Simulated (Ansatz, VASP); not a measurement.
Two plane-wave programs on MgO

File POSCAR:

```
MgO
1.0
    3.5524122959      0.0000000000      0.0000000000
   -1.7762061480      3.0764792929      0.0000000000
    0.0000000000      0.0000000000      4.2674030714
Mg O
2 2
Direct
    0.6666666667      0.3333333333      0.7500000000
    0.3333333333      0.6666666667      0.2500000000
    0.6666666667      0.3333333333      0.2500000000
    0.3333333333      0.6666666667      0.7500000000
```

INCAR.step1

```
PREC = Accurate
ENCUT = 520
ISMEAR = 0
SIGMA = 0.01
LREAL = F
LASPH = T
NELM = 100
NBANDS = 16
GGA = PE
ALGO = Normal
EDIFF = 1E-4
LWAVE = T
LCHARG = F
```

Contents of INCAR.step2:

```
PREC = Accurate
ENCUT = 520
EDIFF = 1E-7
ISMEAR = 0
SIGMA = 0.01
LREAL = F
LASPH = T
NELM = 100
ALGO = Normal
ISIF = 2
LWAVE = F
LCHARG = F
METAGGA = R2SCAN
LMIXTAU = T
NBANDS = 16
ISTART = 1
```

Contents of KPOINTS:

```
Automatic mesh
0
Gamma
  9 9 6
```

Input for Ansatz:

```yaml
crystal:
  lattice:
    - [3.5524122959, 0.0, 0.0]
    - [-1.776206148, 3.0764792929, 0.0]
    - [0.0, 0.0, 4.2674030714]
  atoms:
    - { symbol: Mg, position: [0.6666666667, 0.3333333333, 0.75] }
    - { symbol: Mg, position: [0.3333333333, 0.6666666667, 0.25] }
    - { symbol: O, position: [0.6666666667, 0.3333333333, 0.25] }
    - { symbol: O, position: [0.3333333333, 0.6666666667, 0.75] }
kpoints:
  mp_grid: { grid: [9, 9, 6] }
hamiltonian:
  xc: r2scan
scf:
  occupations: { method: fixed }
  n_extra_bands: 5
output:
  forces: true
  stress: true
  eigenvalues: true
```

Alike in both runs: task single point; functional r2SCAN; k mesh 9 × 9 × 6; no spin polarisation.

```csv
,VASP,Ansatz
version,VASP 6.6.1,Ansatz 0.2.0
potentials or method,"VASP PAW PBE potentials, release 64 (Mg, O)","plane waves, PAW"
plane-wave cutoff (eV),520,500
occupations,"gaussian, width 0.01 eV",fixed
valence electrons in the cell,16,32
```

Ansatz gave:

```
gap on the k mesh at the Fermi level (eV)                     : 3.79
pressure (GPa)                                                : -7.1
traceless stress, the component that is largest in VASP (GPa) : -0.32
```

**Question.** What did VASP give for the same quantities?

**Answer.** gap on the k mesh at the Fermi level (eV): 3.77; pressure (GPa): -7.9; traceless stress, the component that is largest in VASP (GPa): -0.47.

VASP's potentials were made for PBE, not for r2SCAN. VASP's potentials hold 16 valence electrons a cell and Ansatz's 32, so a difference there can come from the potentials and not from the codes.
